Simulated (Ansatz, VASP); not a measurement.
**Ge: VASP beside Ansatz**

File INCAR:

```
ALGO = Normal
EDIFF = 1E-6
ENCUT = 520
GGA = PE
ISIF = 2
ISMEAR = -1
LASPH = T
LCHARG = T
LELF = T
LREAL = F
LVHAR = T
LWAVE = F
NBANDS = 21
NELM = 80
PREC = Accurate
SIGMA = 0.05
```

KPOINTS

```
k-points
0
Gamma
  11 11 11
```

The input POSCAR:

```
Ge
1.0
   -2.5915398167      2.5915398167      1.4066673013
    2.5915398167     -2.5915398167      1.4066673013
    2.5915398167      2.5915398167     -1.4066673013
Ge
2
Direct
    0.5000000000      0.5000000000      0.0000000000
    0.2500000000      0.7500000000      0.5000000000
```

Contents of input.yaml:

```yaml
crystal:
  lattice:
    - [-2.5915398167, 2.5915398167, 1.4066673013]
    - [2.5915398167, -2.5915398167, 1.4066673013]
    - [2.5915398167, 2.5915398167, -1.4066673013]
  atoms:
    - { symbol: Ge, position: [0.5, 0.5, 0.0] }
    - { symbol: Ge, position: [0.25, 0.75, 0.5] }
kpoints:
  mp_grid: { grid: [11, 11, 11] }
scf:
  occupations: { method: fermi_dirac, width: 0.05 }
hamiltonian:
  xc: pbe
  pseudopotentials: { kind: all_electron, lapw: { basis_error: 0.0005 } }
output:
  forces: true
  stress: true
  eigenvalues: true
```

Change from the starting cell: volume scaled by 1.02.

Alike in both runs: task single point; functional PBE; k mesh 11 × 11 × 11; occupations fermi-dirac, width 0.05 eV; no spin polarisation.

```csv
,VASP,Ansatz
version,VASP 6.6.1,Ansatz 0.2.0
potentials or method,"VASP PAW PBE potentials, release 64 (Ge_d), cutoff 520 eV","all-electron LAPW, scalar-relativistic"
```

Ansatz gave:

| Quantity | Value |
| --- | --- |
| gap on the k mesh at the Fermi level (eV) | none |
| pressure (GPa) | 1.7 |
| traceless stress, the component that is largest in VASP (GPa) | -0.17 |

Question: Which values does VASP return?

Answer: gap on the k mesh at the Fermi level (eV): none; pressure (GPa): 1.5; traceless stress, the component that is largest in VASP (GPa): -0.17.

A gap of «none» marks a metal or a gap that the smearing closes. Ansatz ran all-electron here, and VASP with PAW potentials.
